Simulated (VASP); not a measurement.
Runs of VASP 6.6.1 on MgO (Periclase). The structure is that of space group Fm-3m (No. 225), or close to it. The cells are those of the table. 

| cell | gap on the mesh (eV) | pressure (GPa) |
| --- | --- | --- |
| a = 2.923 Å, angles 60.0°, 2 atoms | 5.30 | 14.7 |
| a = 3.022 Å, angles 60.0°, 2 atoms | 4.32 | (b) |
| a = 2.973 Å, angles 60.0°, 2 atoms | 4.78 | (a) |
| a = 3.069 Å, angles 60.0°, 2 atoms | 3.90 | -8.7 |
| a = 2.870 Å, angles 60.0°, 2 atoms | 5.88 | 27.3 |

Alike in all rows: task single point; level PBE; potentials or basis VASP PAW PBE potentials, release 64 (Mg, O); no spin polarisation; k mesh 6 × 6 × 6; cutoff (eV) 520; smearing gaussian 0.01 eV.

Q: Estimate the missing entries.

A: (a) 4.9; (b) -2.7.

Caveats: some runs use coarse meshes.

